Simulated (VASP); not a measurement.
TePb, 2 atoms in the cell. It takes space group Fm-3m (No. 225, cubic). The conventional cell has a = 6.670 Å, b = 6.670 Å, c = 6.670 Å, α = 90.00°, β = 90.00°, γ = 90.00°. Within 4.4 Å of Pb (site symmetry m-3m) lie 6 Te at 3.34 Å. Te (site symmetry m-3m) has 6 Pb at 3.34 Å within 4.4 Å. 

```yaml
Program: VASP 6.6.1
Task: single point
Functional: BLYP
Dispersion: D4
Potentials_or_basis: VASP PAW PBE potentials, release 64 (Pb_d, Te)
Cutoff: 520 eV
k_mesh: 7 × 7 × 7
Occupations: fermi-dirac, width 0.05 eV
Spin: no spin polarisation
Dipole_correction: no
Further_INCAR_settings: ALGO = Normal; EDIFF = 1e-06; NBANDS = 17
```

Potentials or basis: VASP PAW PBE potentials, release 64 (Pb_d, Te).

Run with:

```console
$ cat potpaw_PBE.64/Pb_d/POTCAR potpaw_PBE.64/Te/POTCAR > POTCAR
$ mpirun -np 1 vasp_std > vasp.out
```

Hardware: 1 thread of AMD EPYC 7R13 Processor (Zen 3), on a shared host.

How long does it take, and how much memory?

It took 33 s on 1 thread of AMD EPYC 7R13 Processor (Zen 3), with other jobs on the host, peak memory 0.18 GiB. Counts: scf iterations 12, k points 20.
